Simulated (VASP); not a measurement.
# TaN (Fm-3m) in VASP: single point with PBE+U

Aim: the single point of TaN with PBE+U.

Everything below comes from runs of VASP 6.6.1. Logs are shortened: lines on timing, memory, paths and dates and some standing lists are left out, and cuts for length are marked.

### Step 1. The cell of the first run

It takes space group Fm-3m (No. 225, cubic). Conventional cell: a = 4.358 Å, b = 4.358 Å, c = 4.358 Å, α = 90.00°, β = 90.00°, γ = 90.00°. Ta (site symmetry m-3m) has 6 N at 2.18 Å within 2.9 Å. N (site symmetry m-3m) has 6 Ta at 2.18 Å within 2.9 Å.

### Step 2. Single point, PBE+U, collinear spin, antiferromagnetic start

Input file INCAR:

```
PREC = Accurate
ENCUT = 520
EDIFF = 1E-6
ISMEAR = 0
SIGMA = 0.05
LREAL = False
LASPH = True
NELM = 150
ALGO = Normal
ISIF = 2
LWAVE = False
LCHARG = False
ISPIN = 2
MAGMOM = 0.9 -0.9 0.05 -0.05
LORBIT = 11
LMAXMIX = 4
LDAU = True
LDAUTYPE = 2
LDAUL = 2 -1
LDAUU = 8 0
LDAUJ = 0 0
LDAUPRINT = 1
GGA = PE
NBANDS = 28
```

Input file KPOINTS:

```
Automatic mesh
0
Gamma
  7 7 7
```

Input file POSCAR:

```
TaN
1.0
    0.0000000000      2.1790013100      2.1790013100
    4.3580026200      2.1790013100      2.1790013100
    4.3580026200      4.3580026200      0.0000000000
Ta N
2 2
Direct
    0.5000000000      0.5000000000      0.0000000000
    0.5000000000      0.5000000000      0.5000000000
    0.0000000000      0.0000000000      0.0000000000
    0.0000000000      0.0000000000      0.5000000000
```

Potentials or basis: VASP PAW PBE potentials, release 64 (Ta_pv, N).

Command:

```
cat potpaw_PBE.64/Ta_pv/POTCAR potpaw_PBE.64/N/POTCAR > POTCAR
mpirun -np 1 vasp_std > vasp.out
```

OUTCAR:

```text
PREC = Accurate
   ENCUT = 520
   EDIFF = 1E-6
   ISMEAR = 0
   LREAL = False
   LASPH = True
   NELM = 150
   ISIF = 2
   ISPIN = 2
   LORBIT = 11
   GGA = PE

 ion  position               nearest neighbor table
   1  0.500  0.500  0.000-   4 2.18   3 2.18   4 2.18   3 2.18   4 2.18   4 2.18   2 3.08   2 3.08
                             2 3.08   2 3.08   2 3.08   2 3.08   2 3.08   2 3.08
   2  0.500  0.500  0.500-   3 2.18   3 2.18   4 2.18   4 2.18   3 2.18   3 2.18   1 3.08   1 3.08
                             1 3.08   1 3.08   1 3.08   1 3.08   1 3.08   1 3.08
   3  0.000  0.000  0.000-   2 2.18   1 2.18   2 2.18   1 2.18   2 2.18   2 2.18
   4  0.000  0.000  0.500-   1 2.18   1 2.18   2 2.18   2 2.18   1 2.18   1 2.18

  LATTYP: Found a simple tetragonal cell.
 ALAT       =     3.0815732050
 C/A-ratio  =     1.4142135624

  Lattice vectors:

 A1 = (   0.0000000000,  -2.1790013100,   2.1790013100)
 A2 = (   0.0000000000,  -2.1790013100,  -2.1790013100)
 A3 = (   4.3580026200,   0.0000000000,   0.0000000000)

Analysis of symmetry for initial positions (statically):
=====================================================================
 Subroutine PRICEL returns following result:

  LATTYP: Found a face centered cubic cell.
 ALAT       =     4.3580026200
[... 12 lines left out ...]
 Subroutine GETGRP returns: Found 16 space group operations
 (whereof 16 operations were pure point group operations)
 out of a pool of 16 trial point group operations.

The static configuration has the point symmetry D_4h.

Analysis of symmetry for dynamics (positions and initial velocities):
=====================================================================
 Subroutine PRICEL returns following result:

  LATTYP: Found a face centered cubic cell.
 ALAT       =     4.3580026200
[... 12 lines left out ...]
 Subroutine GETGRP returns: Found 16 space group operations
 (whereof 16 operations were pure point group operations)
 out of a pool of 16 trial point group operations.

The dynamic configuration has the point symmetry D_4h.

Analysis of structural, dynamic, and magnetic symmetry:
=====================================================================
 Subroutine PRICEL returns following result:

  LATTYP: Found a face centered cubic cell.
 ALAT       =     4.3580026200
[... 12 lines left out ...]
 Subroutine GETGRP returns: Found 16 space group operations
 (whereof 16 operations were pure point group operations)
 out of a pool of 16 trial point group operations.

The overall configuration has the point symmetry D_4h.

 Subroutine INISYM returns: Found 16 space group operations
 (whereof 16 operations are pure point group operations),
 and found     2 'primitive' translations

----------------------------------------------------------------------------------------

                                     Primitive cell

  volume of cell :      20.6920

  direct lattice vectors                    reciprocal lattice vectors
    -2.179001310  2.179001310 -0.000000000    -0.229462918  0.229462918 -0.229462918
    -2.179001310  0.000000000  2.179001310    -0.229462918 -0.229462918  0.229462918
     0.000000000  2.179001310  2.179001310     0.229462918  0.229462918  0.229462918

  length of vectors
     3.081573205  3.081573205  3.081573205     0.397441433  0.397441433  0.397441433

  position of ions in fractional coordinates (direct lattice)
     0.500000000  0.500000000  0.500000000
     0.000000000  0.000000000  0.000000000

  ion indices of the primitive-cell ions
   primitive index   ion index
                 1           1
                 2           3

----------------------------------------------------------------------------------------

 KPOINTS: Automatic mesh

Automatic generation of k-mesh.
 Grid dimensions read from file:
 generate k-points for:    7    7    7

 Generating k-lattice:

  Cartesian coordinates                     Fractional coordinates (reciprocal lattice)
    -0.032780417  0.032780417  0.032780417     0.142857143  0.000000000  0.000000000
     0.032780417 -0.032780417  0.032780417     0.000000000  0.142857143  0.000000000
[... 80 lines left out ...]
  Fermi-wavevector in a.u.,A,eV,Ry     =   1.502614  2.839528 30.719885  2.257848
  Thomas-Fermi vector in A             =   2.613831
   LORBIT       =     11    0 simple, 1 ext, 2 COOP (PROOUT), +10 PAW based schemes
 LDA+U is selected, type is set to LDAUTYPE =  2
   angular momentum for each species LDAUL =     2   -1
   U (eV)           for each species LDAUU =   8.0  0.0
   J (eV)           for each species LDAUJ =   0.0  0.0
   GGA     = PE    functional components
   LHFCALC =     F    Hartree Fock is set to
   AEXX    =    0.0000 exact exchange contribution
   IVDW    =     0    specifies the selected vdW correction
   LEPSILON=     F    determine dielectric tensor
   LRPA    =     F    only Hartree local field effects (RPA)
 spin polarized calculation
 Gauss-broadening in eV      SIGMA  =   0.05
  energy-cutoff  :      520.00
  volume of cell :       41.38
 maximum number of plane-waves:      1132
   NGX = 11   NGY = 19   NGZ = 23

atom =   1  type =  1  l = 2

 onsite density matrix

spin component  1

  0.2536 -0.0000 -0.0000 -0.0000  0.0000
 -0.0000  0.2506 -0.0000  0.0000 -0.0000
 -0.0000 -0.0000  0.1837 -0.0000  0.0002
 -0.0000  0.0000 -0.0000  0.2536 -0.0000
  0.0000 -0.0000  0.0002 -0.0000  0.1835

spin component  2

  0.2524 -0.0000 -0.0000 -0.0000  0.0000
 -0.0000  0.2503 -0.0000  0.0000 -0.0000
 -0.0000 -0.0000  0.1837 -0.0000  0.0002
 -0.0000  0.0000 -0.0000  0.2524 -0.0000
  0.0000 -0.0000  0.0002 -0.0000  0.1835

 occupancies and eigenvectors

  o =  0.1834  v =  0.0000  0.0000  0.0000  0.0000  0.0000  0.0000 -0.0000  0.5000 -0.0000 -0.8660      0.0000  0.0000  0.0000  0.0000  0.0000  0.0000  0.0000  0.0000  0.0000  0.0000
  o =  0.1834  v =  0.0000  0.0000  0.5000  0.0000 -0.8660  0.0000  0.0000  0.0000  0.0000  0.0000      0.0000  0.0000  0.0000  0.0000  0.0000  0.0000  0.0000  0.0000  0.0000  0.0000
  o =  0.1838  v =  0.0000  0.0000  0.0000  0.0000  0.0000  0.0000 -0.0000 -0.8660  0.0000 -0.5000      0.0000  0.0000  0.0000  0.0000  0.0000  0.0000  0.0000  0.0000  0.0000  0.0000
  o =  0.1838  v =  0.0000  0.0000  0.8660  0.0000  0.5000  0.0000  0.0000  0.0000  0.0000  0.0000      0.0000  0.0000  0.0000  0.0000  0.0000  0.0000  0.0000  0.0000  0.0000  0.0000
  o =  0.2503  v =  0.0000  0.0000  0.0000  0.0000  0.0000  0.0000 -1.0000  0.0000 -0.0000  0.0000      0.0000  0.0000  0.0000  0.0000  0.0000  0.0000  0.0000  0.0000  0.0000  0.0000
  o =  0.2506  v =  0.0000 -1.0000  0.0000 -0.0000  0.0000  0.0000  0.0000  0.0000  0.0000  0.0000      0.0000  0.0000  0.0000  0.0000  0.0000  0.0000  0.0000  0.0000  0.0000  0.0000
  o =  0.2524  v =  0.0000  0.0000  0.0000  0.0000  0.0000  0.0000 -0.0000  0.0000  1.0000 -0.0000      0.0000  0.0000  0.0000  0.0000  0.0000  0.0000  0.0000  0.0000  0.0000  0.0000
  o =  0.2524  v =  0.0000  0.0000  0.0000  0.0000  0.0000  1.0000  0.0000  0.0000  0.0000  0.0000      0.0000  0.0000  0.0000  0.0000  0.0000  0.0000  0.0000  0.0000  0.0000  0.0000
  o =  0.2536  v =  0.0000 -0.0000 -0.0000  1.0000  0.0000  0.0000  0.0000  0.0000  0.0000  0.0000      0.0000  0.0000  0.0000  0.0000  0.0000  0.0000  0.0000  0.0000  0.0000  0.0000
  o =  0.2536  v =  1.0000  0.0000  0.0000  0.0000  0.0000  0.0000  0.0000  0.0000  0.0000  0.0000      0.0000  0.0000  0.0000  0.0000  0.0000  0.0000  0.0000  0.0000  0.0000  0.0000

atom =   2  type =  1  l = 2

 onsite density matrix

spin component  1

  0.2524  0.0000  0.0000  0.0000  0.0000
  0.0000  0.2503  0.0000  0.0000 -0.0000
  0.0000  0.0000  0.1837 -0.0000  0.0002
  0.0000  0.0000 -0.0000  0.2524 -0.0000
  0.0000 -0.0000  0.0002 -0.0000  0.1835

spin component  2

  0.2536  0.0000  0.0000  0.0000  0.0000
  0.0000  0.2506  0.0000  0.0000 -0.0000
  0.0000  0.0000  0.1837 -0.0000  0.0002
  0.0000  0.0000 -0.0000  0.2536 -0.0000
  0.0000 -0.0000  0.0002 -0.0000  0.1835

 occupancies and eigenvectors

  o =  0.1834  v =  0.0000 -0.0000  0.5000 -0.0000 -0.8660  0.0000  0.0000  0.0000  0.0000  0.0000      0.0000  0.0000  0.0000  0.0000  0.0000  0.0000  0.0000  0.0000  0.0000  0.0000
  o =  0.1834  v =  0.0000  0.0000  0.0000  0.0000  0.0000  0.0000 -0.0000  0.5000 -0.0000 -0.8660      0.0000  0.0000  0.0000  0.0000  0.0000  0.0000  0.0000  0.0000  0.0000  0.0000
  o =  0.1838  v =  0.0000  0.0000 -0.8660  0.0000 -0.5000  0.0000  0.0000  0.0000  0.0000  0.0000      0.0000  0.0000  0.0000  0.0000  0.0000  0.0000  0.0000  0.0000  0.0000  0.0000
  o =  0.1838  v =  0.0000  0.0000  0.0000  0.0000  0.0000  0.0000 -0.0000 -0.8660 -0.0000 -0.5000      0.0000  0.0000  0.0000  0.0000  0.0000  0.0000  0.0000  0.0000  0.0000  0.0000
  o =  0.2503  v =  0.0000 -1.0000 -0.0000 -0.0000  0.0000  0.0000  0.0000  0.0000  0.0000  0.0000      0.0000  0.0000  0.0000  0.0000  0.0000  0.0000  0.0000  0.0000  0.0000  0.0000
  o =  0.2506  v =  0.0000  0.0000  0.0000  0.0000  0.0000  0.0000 -1.0000 -0.0000 -0.0000  0.0000      0.0000  0.0000  0.0000  0.0000  0.0000  0.0000  0.0000  0.0000  0.0000  0.0000
  o =  0.2524  v =  0.0000 -0.0000  0.0000  1.0000 -0.0000  0.0000  0.0000  0.0000  0.0000  0.0000      0.0000  0.0000  0.0000  0.0000  0.0000  0.0000  0.0000  0.0000  0.0000  0.0000
  o =  0.2524  v =  1.0000  0.0000  0.0000  0.0000  0.0000  0.0000  0.0000  0.0000  0.0000  0.0000      0.0000  0.0000  0.0000  0.0000  0.0000  0.0000  0.0000  0.0000  0.0000  0.0000
  o =  0.2536  v =  0.0000  0.0000  0.0000  0.0000  0.0000  0.0000 -0.0000 -0.0000  1.0000 -0.0000      0.0000  0.0000  0.0000  0.0000  0.0000  0.0000  0.0000  0.0000  0.0000  0.0000
  o =  0.2536  v =  0.0000  0.0000  0.0000  0.0000  0.0000  1.0000  0.0000  0.0000  0.0000  0.0000      0.0000  0.0000  0.0000  0.0000  0.0000  0.0000  0.0000  0.0000  0.0000  0.0000

 number of electron      32.0000001 magnetization      -0.0000000

 Free energy of the ion-electron system (eV)
  ---------------------------------------------------
  ext. energy  EPLUGINS =         0.00000000
  ---------------------------------------------------
  free energy    TOTEN  =       -29.10735738 eV

  energy without entropy =      -29.10533981  energy(sigma->0) =      -29.10634859

 E-fermi :  10.7644     XC(G=0): -13.6193

 val. band max:       10.7345269161   @ k =   0.4286   0.1429   0.0000
 cond. band min:      10.8426539348   @ k =   0.0000   0.0000   0.4286
 fundamental gap:      0.1081270187
 Fermi energy:        10.7643582703

 spin component 1

 k-point     1 :       0.0000    0.0000    0.0000
  band No.  band energies     occupation
      1     -27.3162      1.00000
      2     -26.8595      1.00000
      3     -26.8595      1.00000
      4     -26.5626      1.00000
      5     -26.5626      1.00000
      6     -26.5586      1.00000
[... 1481 lines left out ...]
     27      20.4604      0.00000
     28      21.3062      0.00000

 [... further k-points ...]

------------------------ aborting loop because EDIFF is reached ----------------------------------------

  FORCE on cell =-STRESS in cart. coord.  units (eV):
  Direction    XX          YY          ZZ          XY          YZ          ZX
  --------------------------------------------------------------------------------------
  -------------------------------------------------------------------------------------
  Total       11.0898686     11.0539107     11.0539107      0.0000000     -0.0000000     -0.0000000
  in kB      429.3431291    427.9510229    427.9510229      0.0000000     -0.0000000     -0.0000000
  external PRESSURE =     428.4150583 kB  Pullay stress =       0.0000000 kB

 VOLUME and BASIS-vectors are now :
 -----------------------------------------------------------------------------
  energy-cutoff  :      520.00
  volume of cell :       41.38
      direct lattice vectors                 reciprocal lattice vectors
     0.000000000  2.179001310  2.179001310    -0.229462918  0.229462918  0.229462918
     4.358002620  2.179001310  2.179001310     0.229462918 -0.229462918  0.229462918
     4.358002620  4.358002620  0.000000000     0.000000000  0.229462918 -0.229462918

 POSITION                                       TOTAL-FORCE (eV/Angst)
 -----------------------------------------------------------------------------------
      2.17900      2.17900      2.17900         0.000000      0.000000      0.000000
      4.35800      4.35800      2.17900         0.000000     -0.000000     -0.000000
      0.00000      0.00000      0.00000        -0.000000     -0.000000      0.000000
      2.17900      2.17900      0.00000         0.000000     -0.000000      0.000000
 -----------------------------------------------------------------------------------
    total drift:                               -0.000000     -0.000000     -0.000000

  FREE ENERGIE OF THE ION-ELECTRON SYSTEM (eV)
  ---------------------------------------------------
  free  energy   TOTEN  =       -29.1073573802 eV

  energy  without entropy=      -29.1053398053  energy(sigma->0) =      -29.10634859

 total charge

# of ion       s       p       d       tot
------------------------------------------
    1        0.306   6.264   2.200   8.771
    2        0.306   6.264   2.200   8.771
    3        1.232   2.617   0.000   3.850
    4        1.232   2.617   0.000   3.850
--------------------------------------------------
tot          3.077  17.763   4.401  25.241

 magnetization (x)

# of ion       s       p       d       tot
------------------------------------------
    1        0.000   0.000   0.003   0.003
    2       -0.000  -0.000  -0.003  -0.003
    3        0.000   0.000   0.000   0.000
    4       -0.000  -0.000   0.000  -0.000
--------------------------------------------------
tot          0.000   0.000   0.000   0.000
```

Run time: 3.6 min. Hardware: 1 thread of Intel Xeon Platinum 8259CL at 2.50GHz (Skylake/Cascade Lake), shared host; peak memory 0.27 GiB.

What came out:

| Item | Value |
| --- | --- |
| Free energy | -29.1074 eV |
| Pressure | 42.8 GPa |
| Band gap on the k mesh | zero (filled and empty bands overlap) |
| Net moment | 0.00 μB per cell |
| Valence electrons inside the program's atomic spheres | Ta 8.77; N 3.85 |

Stress tensor (GPa, compression positive):
```
42.93  0.00  0.00
 0.00 42.80  0.00
 0.00  0.00 42.80
```

Eigenvalues of the final occupation matrices:
```csv
site,spin,trace,eigenvalues
site 1 d,1,1.12,0.18 0.18 0.25 0.25 0.25
site 1 d,2,1.12,0.18 0.18 0.25 0.25 0.25
site 2 d,1,1.12,0.18 0.18 0.25 0.25 0.25
site 2 d,2,1.12,0.18 0.18 0.25 0.25 0.25
```

Caveat: spin-orbit coupling is left out, which moves the levels of the heavy elements.
